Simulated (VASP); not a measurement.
# SiNi2 (P6_3/mmc) in VASP: relaxation of cell and atoms with PBEsol

Aim: the relaxation of cell and atoms of SiNi2 with PBEsol.

All numbers are computed with VASP 6.6.1; they aren't measurements. Logs are shortened: lines on timing, memory, paths and dates and some standing lists are left out, and cuts for length are marked.

**1. The cell of the first run**

Symmetry: P6_3/mmc, No. 194, hexagonal system. The conventional cell has a = 3.873 Å, b = 3.873 Å, c = 4.916 Å, α = 90.00°, β = 90.00°, γ = 120.00°. Within 3.0 Å of Si (site symmetry -6m2) lie 11 Ni at 2.24 to 2.55 Å. Within 3.0 Å of Ni (site symmetry -6m2) lie 5 Si at 2.24 to 2.46 Å and 6 Ni at 2.55 Å. Ni (site symmetry -3m) has 8 Ni at 2.46 to 2.55 Å and 6 Si at 2.55 Å within 3.2 Å.

**2. Relaxation of cell and atoms, PBEsol**

INCAR reads:

```
SYSTEM = SiNi2
PREC = Accurate
ENCUT = 600
EDIFF = 1E-7
ISMEAR = 0
SIGMA = 0.1
LREAL = .FALSE.
LASPH = .TRUE.
NELM = 120
ALGO = Normal
ISIF = 3
LWAVE = .FALSE.
LCHARG = .FALSE.
GGA = PS
IBRION = 2
NSW = 100
EDIFFG = -0.002
GGA_COMPAT = .FALSE.
NELMIN = 4
```

KPOINTS reads:

```
Automatic mesh
0
G
  12 12 8
  0 0 0
```

POSCAR reads:

```
SiNi2
1.0
    3.8726118700      0.0000000000      0.0000000000
   -1.9363059300      3.3537802600      0.0000000000
    0.0000000000      0.0000000000      4.9162059300
Si Ni
2 4
Direct
    0.6666666700      0.3333333300      0.2500000000
    0.3333333300      0.6666666700      0.7500000000
    0.3333333300      0.6666666700      0.2500000000
    0.6666666700      0.3333333300      0.7500000000
    0.0000000000      0.0000000000      0.5000000000
    0.0000000000      0.0000000000      0.0000000000
```

Potentials or basis: VASP PAW PBE potentials, release 64 (Si, Ni).

Launch:

```
cat potpaw_PBE.64/Si/POTCAR potpaw_PBE.64/Ni/POTCAR > POTCAR
mpirun -np 1 vasp_std > vasp.out
```

OUTCAR:

```text
SYSTEM = SiNi2
   PREC = Accurate
   ENCUT = 600
   EDIFF = 1E-7
   ISMEAR = 0
   LREAL = .FALSE.
   LASPH = .TRUE.
   NELM = 120
   ISIF = 3
   GGA = PS
   IBRION = 2
   NSW = 100
   EDIFFG = -0.002
   NELMIN = 4

 ion  position               nearest neighbor table
   1  0.667  0.333  0.250-   3 2.24   3 2.24   3 2.24   4 2.46   4 2.46   5 2.55   6 2.55   5 2.55
                             6 2.55   5 2.55   6 2.55
   2  0.333  0.667  0.750-   4 2.24   4 2.24   4 2.24   3 2.46   3 2.46   5 2.55   6 2.55   6 2.55
                             5 2.55   6 2.55   5 2.55
   3  0.333  0.667  0.250-   1 2.24   1 2.24   1 2.24   2 2.46   2 2.46   5 2.55   6 2.55   6 2.55
                             5 2.55   6 2.55   5 2.55
   4  0.667  0.333  0.750-   2 2.24   2 2.24   2 2.24   1 2.46   1 2.46   5 2.55   6 2.55   5 2.55
                             6 2.55   5 2.55   6 2.55
   5  0.000  0.000  0.500-   6 2.46   6 2.46   3 2.55   4 2.55   1 2.55   2 2.55   2 2.55   3 2.55
                             1 2.55   4 2.55   1 2.55   4 2.55   2 2.55   3 2.55
   6  0.000  0.000  0.000-   5 2.46   5 2.46   3 2.55   4 2.55   1 2.55   2 2.55   2 2.55   3 2.55
                             1 2.55   4 2.55   1 2.55   4 2.55   2 2.55   3 2.55

  LATTYP: Found a hexagonal cell.
 ALAT       =     3.8726118700
 C/A-ratio  =     1.2694806748

  Lattice vectors:

 A1 = (   3.8726118700,   0.0000000000,   0.0000000000)
 A2 = (  -1.9363059300,   3.3537802600,   0.0000000000)
 A3 = (   0.0000000000,   0.0000000000,   4.9162059300)

Analysis of symmetry for initial positions (statically):
=====================================================================
 Subroutine PRICEL returns:
 Original cell was already a primitive cell.

 Routine SETGRP: Setting up the symmetry group for a
 hexagonal supercell.

 Subroutine GETGRP returns: Found 24 space group operations
 (whereof 12 operations were pure point group operations)
 out of a pool of 24 trial point group operations.

The static configuration has the point symmetry D_3d.
 The point group associated with its full space group is D_6h.

Analysis of symmetry for dynamics (positions and initial velocities):
=====================================================================
 Subroutine PRICEL returns:
 Original cell was already a primitive cell.

 Routine SETGRP: Setting up the symmetry group for a
 hexagonal supercell.

 Subroutine GETGRP returns: Found 24 space group operations
 (whereof 12 operations were pure point group operations)
 out of a pool of 24 trial point group operations.

The dynamic configuration has the point symmetry D_3d.
 The point group associated with its full space group is D_6h.

 Subroutine INISYM returns: Found 24 space group operations
 (whereof 12 operations are pure point group operations),
 and found     1 'primitive' translations

----------------------------------------------------------------------------------------

                                     Primitive cell

  volume of cell :      63.8511

  direct lattice vectors                    reciprocal lattice vectors
     3.872611870  0.000000000  0.000000000     0.258223657  0.149085498  0.000000000
    -1.936305930  3.353780260  0.000000000     0.000000000  0.298170996  0.000000000
     0.000000000  0.000000000  4.916205930     0.000000000  0.000000000  0.203408892

  length of vectors
     3.872611870  3.872611869  4.916205930     0.298170996  0.298170996  0.203408892

  position of ions in fractional coordinates (direct lattice)
     0.666666670  0.333333330  0.250000000
     0.333333330  0.666666670  0.750000000
     0.333333330  0.666666670  0.250000000
     0.666666670  0.333333330  0.750000000
     0.000000000  0.000000000  0.500000000
     0.000000000  0.000000000  0.000000000

  ion indices of the primitive-cell ions
   primitive index   ion index
                 1           1
                 2           2
                 3           3
                 4           4
                 5           5
                 6           6

----------------------------------------------------------------------------------------

 KPOINTS: Automatic mesh

Automatic generation of k-mesh.
 Grid dimensions read from file:
 generate k-points for:   12   12    8

 Generating k-lattice:

  Cartesian coordinates                     Fractional coordinates (reciprocal lattice)
     0.021518638  0.012423791  0.000000000     0.083333333 -0.000000000  0.000000000
     0.000000000  0.024847583  0.000000000     0.000000000  0.083333333  0.000000000
     0.000000000  0.000000000  0.025426111     0.000000000  0.000000000  0.125000000

  Length of vectors
     0.024847583  0.024847583  0.025426111

  Shift w.r.t. Gamma in fractional coordinates (k-lattice)
     0.000000000  0.000000000  0.000000000

 Subroutine IBZKPT returns following result:
 ===========================================

 Found     95 irreducible k-points:

 Following reciprocal coordinates:
            Coordinates               Weight
  0.000000  0.000000  0.000000      1.000000
  0.083333  0.000000  0.000000      6.000000
  0.166667 -0.000000  0.000000      6.000000
  0.250000 -0.000000  0.000000      6.000000
  0.333333  0.000000  0.000000      6.000000
  0.416667 -0.000000  0.000000      6.000000
[... 16 lines left out ...]
  0.250000 -0.000000  0.125000     12.000000
  0.333333  0.000000  0.125000     12.000000
 [... further k-points ...]
   k-points           NKPTS =     95   k-points in BZ     NKDIM =     95   number of bands    NBANDS=     28
   number of dos      NEDOS =    301   number of ions     NIONS =      6
   total plane-waves  NPLWV =  40960
   dimension x,y,z NGX =    32 NGY =   32 NGZ =   40
   dimension x,y,z NGXF=    64 NGYF=   64 NGZF=   80
   ions per type =               2   4
   NGX,Y,Z   is equivalent  to a cutoff of  13.74, 13.74, 13.53 a.u.
   NGXF,Y,Z  is equivalent  to a cutoff of  27.47, 27.47, 27.05 a.u.
 SYSTEM =  SiNi2
   PREC   = accura    normal or accurate (medium, high low for compatibility)
   ISTART =      0    job   : 0-new  1-cont  2-samecut
   ICHARG =      2    charge: 1-file 2-atom 10-const
   ISPIN  =      1    spin polarized calculation?
   LNONCOLLINEAR =      F non collinear calculations
   LSORBIT =      F    spin-orbit coupling
   LASPH  =      T    aspherical Exc in radial PAW
   ENCUT  =  600.0 eV  44.10 Ry    6.64 a.u.   7.73  7.73  9.82*2*pi/ulx,y,z
   NELM   =    120;   NELMIN=  4; NELMDL= -5     # of ELM steps
   EDIFF  = 0.1E-06   stopping-criterion for ELM
   LREAL  =      F    real-space projection
   EDIFFG = -.2E-02   stopping-criterion for IOM
   NSW    =    100    number of steps for IOM
   IBRION =      2    ionic relax: 0-MD 1-quasi-New 2-CG
   NFREE  =      1    steps in history (QN), initial steepest desc. (CG)
   ISIF   =      3    stress and relaxation
   ISYM   =      2    0-nonsym 1-usesym 2-fastsym
   POTIM  = 0.5000    time-step for ionic-motion
   TEBEG  =    0.0;   TEEND  =   0.0 temperature during run
   PSTRESS=    0.0 pullay stress
   NELECT =      48.0000    total number of electrons
   NUPDOWN=      -1.0000    fix difference up-down
   EMIN   =  10.00;   EMAX   =-10.00  energy-range for DOS
   EFERMI =   0.00;   METHOD = LEGACY
   ISMEAR =     0;   SIGMA  =   0.10  broadening in eV -4-tet -1-fermi 0-gaus
   EFERMI_NEDOS =   21; number of points for ismear=-14 and -15
   IALGO  =     38    algorithm
   IMIX   =      4    mixing-type and parameters
     AMIX     =   0.40;   BMIX     =  1.00
     AMIX_MAG =   1.60;   BMIX_MAG =  1.00
  volume/ion in A,a.u.               =      10.64        71.81
  Fermi-wavevector in a.u.,A,eV,Ry     =   1.488558  2.812966 30.147847  2.215804
  Thomas-Fermi vector in A             =   2.601577
   LORBIT       =      0    0 simple, 1 ext, 2 COOP (PROOUT), +10 PAW based schemes
   GGA     = PS    functional components
   LHFCALC =     F    Hartree Fock is set to
   AEXX    =    0.0000 exact exchange contribution
   IVDW    =     0    specifies the selected vdW correction
   LEPSILON=     F    determine dielectric tensor
   LRPA    =     F    only Hartree local field effects (RPA)
 conjugate gradient relaxation of ions
 non-spin polarized calculation
 Gauss-broadening in eV      SIGMA  =   0.10
  energy-cutoff  :      600.00
  volume of cell :       63.85
 maximum number of plane-waves:      2197
 NGX is ok and might be reduce to    32
   NGX = 15   NGY = 15   NGZ = 19

--------------------------------------- Ionic step        1  -------------------------------------------

 number of electron      47.9999987 magnetization

 Free energy of the ion-electron system (eV)
  ---------------------------------------------------
  ext. energy  EPLUGINS =         0.00000000
  ---------------------------------------------------
  free energy    TOTEN  =       -39.55972644 eV

  energy without entropy =      -39.54240811  energy(sigma->0) =      -39.55106728

------------------------ aborting loop because EDIFF is reached ----------------------------------------

  FORCE on cell =-STRESS in cart. coord.  units (eV):
  Direction    XX          YY          ZZ          XY          YZ          ZX
  --------------------------------------------------------------------------------------
  -------------------------------------------------------------------------------------
  Total       -0.1591766     -0.1591766     -0.0933276     -0.0000000      0.0000000      0.0000000
  in kB       -3.9941205     -3.9941205     -2.3418125     -0.0000000      0.0000000      0.0000000
  external PRESSURE =      -3.4433512 kB  Pullay stress =       0.0000000 kB
[... 101 lines left out ...]
  FREE ENERGIE OF THE ION-ELECTRON SYSTEM (eV)
  ---------------------------------------------------
  free  energy   TOTEN  =       -39.5598420009 eV

  energy  without entropy=      -39.5425560480  energy(sigma->0) =      -39.55119902

[... ionic steps 4 to 7 ...]

--------------------------------------- Ionic step        8  -------------------------------------------

 number of electron      47.9999987 magnetization

------------------------ aborting loop because EDIFF is reached ----------------------------------------

  FORCE on cell =-STRESS in cart. coord.  units (eV):
  Direction    XX          YY          ZZ          XY          YZ          ZX
  --------------------------------------------------------------------------------------
  -------------------------------------------------------------------------------------
  Total       -0.0176467     -0.0176467      0.0005288     -0.0000000     -0.0000000      0.0000000
  in kB       -0.4434685     -0.4434685      0.0132899     -0.0000000     -0.0000000      0.0000000
  external PRESSURE =      -0.2912157 kB  Pullay stress =       0.0000000 kB
[... 65 lines left out ...]
  energy  without entropy=      -39.5425546875  energy(sigma->0) =      -39.55119846

--------------------------------------- Ionic step       10  -------------------------------------------

 number of electron      47.9999987 magnetization

 Free energy of the ion-electron system (eV)
  ---------------------------------------------------
  ext. energy  EPLUGINS =         0.00000000
  ---------------------------------------------------
  free energy    TOTEN  =       -39.55984301 eV

  energy without entropy =      -39.54255545  energy(sigma->0) =      -39.55119923

 E-fermi :  11.3979     XC(G=0): -13.2153

 val. band max:       11.3978397365   @ k =   0.3333   0.3333   0.2500
 cond. band min:      11.4159714850   @ k =   0.1667  -0.0000   0.0000
 fundamental gap:      0.0181317485
 Fermi energy:        11.3978828279

 k-point     1 :       0.0000    0.0000    0.0000
  band No.  band energies     occupation
      1      -1.4007      2.00000
      2       3.1202      2.00000
      3       4.8094      2.00000
      4       6.1932      2.00000
      5       6.1932      2.00000
      6       7.3648      2.00000
[... 733 lines left out ...]
     27      14.1087      0.00000
     28      14.6310      0.00000

 [... further k-points ...]

------------------------ aborting loop because EDIFF is reached ----------------------------------------

  FORCE on cell =-STRESS in cart. coord.  units (eV):
  Direction    XX          YY          ZZ          XY          YZ          ZX
  --------------------------------------------------------------------------------------
  -------------------------------------------------------------------------------------
  Total        0.0003058      0.0003058      0.0071037      0.0000000     -0.0000000      0.0000000
  in kB        0.0076859      0.0076859      0.1785239      0.0000000     -0.0000000      0.0000000
  external PRESSURE =       0.0646319 kB  Pullay stress =       0.0000000 kB
[... 21 lines left out ...]
  FREE ENERGIE OF THE ION-ELECTRON SYSTEM (eV)
  ---------------------------------------------------
  free  energy   TOTEN  =       -39.5598430110 eV

  energy  without entropy=      -39.5425554522  energy(sigma->0) =      -39.55119923

 reached required accuracy - stopping structural energy minimisation
```

Wall time 26 min (1 thread of Intel Xeon 8259CL, shared host); peak memory 0.32 GiB.

What came out:

* Free energy: -39.5598 eV
* Relaxed volume: 10.63 Å³/atom
* Relaxed cell: a = 3.870 Å, b = 3.870 Å, c = 4.915 Å, α = 90.00°, β = 90.00°, γ = 120.00°
* Space group after relaxing (to 0.1 Å): P6_3/mmc (No. 194)
* Energy gained by relaxing: 0.0 meV/atom
* Ionic steps: 10
* Pressure after relaxing: 0.0 GPa
* Band gap on the k mesh: zero (bands 24 and 25 overlap by 3.37 eV)

The path:
```csv
step,energy change (eV),largest force (eV/Å),pressure (GPa),volume (Å³)
1,0.0000,0.0000,-0.34,63.85
2,0.0000,0.0000,0.46,63.64
3,-0.0001,0.0000,0.01,63.75
4,-0.0001,0.0000,0.05,63.75
5,-0.0001,0.0000,-0.14,63.80
6,-0.0001,0.0000,0.00,63.76
7,-0.0001,0.0000,-0.05,63.76
8,-0.0001,0.0000,-0.03,63.75
9,-0.0001,0.0000,-0.02,63.75
10,-0.0001,0.0000,0.01,63.75
```

Final structure:
```
Si Ni
1.0
     3.87019    0.00000    0.00000
    -1.93509    3.35168    0.00000
     0.00000    0.00000    4.91481
Si Ni
2 4
Direct
  0.66667 0.33333 0.25000
  0.33333 0.66667 0.75000
  0.33333 0.66667 0.25000
  0.66667 0.33333 0.75000
  0.00000 0.00000 0.50000
  0.00000 0.00000 0.00000
```

Caveat: the PAW data sets were made with another functional, which shifts forces and pressure a little.
